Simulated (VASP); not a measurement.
Write the native input for VASP 6.6.1 that does the following.

```yaml
Task: relaxation of cell and atoms
Functional: PBE
Potentials_or_basis: VASP PAW PBE potentials, release 64 (C)
Cutoff: 600 eV
k_mesh: 16 × 16 × 5
Occupations: fermi-dirac, width 0.1 eV
Spin: no spin polarisation
Target_pressure: 96 GPa
Dipole_correction: no
Further_INCAR_settings: ALGO = Normal; EDIFF = 1e-06; IBRION = 2; EDIFFG = -0.005; NSW = 60; ISIF = 3
```

The structure of C lies in POSCAR:

```
C
1.0
    2.2178444870      0.0000000000      0.0000000000
   -1.1089222435      1.9207096674      0.0000000000
    0.0000000000      0.0000000000      5.9881801148
C
4
Direct
    0.0000000000      0.0000000000      0.2500000000
    0.0000000000      0.0000000000      0.7500000000
    0.3333333333      0.6666666667      0.2500000000
    0.6666666667      0.3333333333      0.7500000000
```

These files were run (other wordings do the same):

INCAR

```
SYSTEM = C
ALGO     = Normal         ! electronic algorithm
EDIFF    = 1E-6           ! SCF threshold, eV
EDIFFG   = -0.005         ! ionic threshold
ENCUT    = 600            ! plane-wave cutoff, eV
GGA      = PE             ! functional
IBRION   = 2              ! ionic algorithm
ISIF     = 3              ! what is computed and relaxed
ISMEAR   = -1             ! smearing method
LASPH    = .True.         ! aspherical terms in the spheres
LCHARG   = .False.        ! write CHGCAR
LREAL    = .False.        ! projectors in reciprocal space
LWAVE    = .False.        ! write WAVECAR
NELM     = 80             ! most SCF steps
NSW      = 60             ! ionic steps
PREC     = Accurate       ! precision mode
PSTRESS  = 960.0        
SIGMA    = 0.1            ! smearing width, eV
```

KPOINTS

```
k-points
0
Gamma
  16 16 5
  0 0 0
```

Potentials or basis: VASP PAW PBE potentials, release 64 (C).

Launch:

```sh
$ cat potpaw_PBE.64/C/POTCAR > POTCAR
$ mpirun -np 1 vasp_std > vasp.out
```

It gave:

```json
{
 "Relaxed volume": "5.59 Å³/atom",
 "Relaxed cell": "a = 2.355 Å, b = 2.355 Å, c = 4.650 Å, α = 90.00°, β = 90.00°, γ = 120.00°",
 "Space group after relaxing (to 0.1 Å)": "P6_3/mmc (No. 194)",
 "Energy change on relaxing (the run minimises the enthalpy)": "-329.4 meV/atom",
 "Ionic steps": "15",
 "Pressure after relaxing": "96.0 GPa",
 "Band gap on the k mesh": "zero (bands 8 and 9 overlap by 0.44 eV)"
}
```

Caveat: the cell is relaxed towards a set pressure, so the run minimises the enthalpy, not the energy; a cell axis changed by over 15 % at a fixed basis, so the end point is rough; this functional lacks dispersion, which binds the layers, so the pressure and a relaxed spacing across them are unreliable.

Run time: 3.5 min on 1 thread of Intel Xeon 8259CL, with other jobs on the host, peak memory 0.16 GiB.
